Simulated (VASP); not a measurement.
Input of a VASP 6.6.1 run:

INCAR

```
ALGO = Normal
EDIFF = 1E-6
ENCUT = 520
GGA = PE
ISIF = 2
ISMEAR = -1
LASPH = True
LCHARG = False
LREAL = False
LWAVE = False
NBANDS = 12
NELM = 80
PREC = Accurate
SIGMA = 0.1
```

The input KPOINTS:

```
k-points
0
Gamma
  15 15 14
```

File POSCAR:

```
In
1.0
    2.4917456791      0.0000000000      0.0000000000
   -1.2458728395      2.1579150579      0.0000000000
    0.0000000000      0.0000000000      2.3874569575
In
1
Direct
    0.0000000000      0.0000000000      0.0000000000
```

Potentials or basis: VASP PAW PBE potentials, release 64 (In_d).

Command:

```bash
$ cat potpaw_PBE.64/In_d/POTCAR > POTCAR
$ mpirun -np 1 vasp_std > vasp.out
```

Problem. Estimate the pressure.

Solution. 208.3 GPa.

Stress tensor (GPa, compression positive):
```
208.33   0.00   0.00
  0.00 208.33   0.00
  0.00   0.00 208.18
```
